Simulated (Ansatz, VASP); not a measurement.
# One calculation of Sn5H, two programs

```
Sn H
1.0
     6.25512    0.00000    0.00000
    -3.12756    5.41709    0.00000
     0.00000    0.00000    4.76073
Sn H
5 1
Cartesian
  0.0000 3.6114 0.0000
  3.1276 1.8057 0.0000
  3.1276 0.0000 2.3804
  1.5638 2.7085 2.3804
  -1.5638 2.7085 2.3804
  0.0000 0.0000 0.0000
```

Change from the starting cell: species swapped into the HfBe5 type (P6/mmm, No. 191).

Alike in both runs: task relaxation of cell and atoms; functional PBE; k mesh 3 × 3 × 4; occupations gaussian, width 0.1 eV; no spin polarisation.

|  | VASP | Ansatz |
| --- | --- | --- |
| version | VASP 6.6.1 | Ansatz 0.2.0 |
| potentials or method | VASP PAW PBE potentials, release 64 (Sn_d, H), cutoff 600 eV | scalar-relativistic, plane waves, PAW |
| valence electrons in the cell | 71 | 71 |

```csv
,VASP,Ansatz,Ansatz less VASP
"gap on the k mesh at the Fermi level, each at its own relaxed structure (eV)",none,none,-
relaxed volume (Å³/atom),29.99,30.10,+0.113
relaxed length of the cell vector where the two differ most in proportion (Å),6.326,6.335,+0.0096
```

A gap of «none» marks a metal or a gap that the smearing closes.

The k mesh is coarse, so the values compare programs but aren't converged.
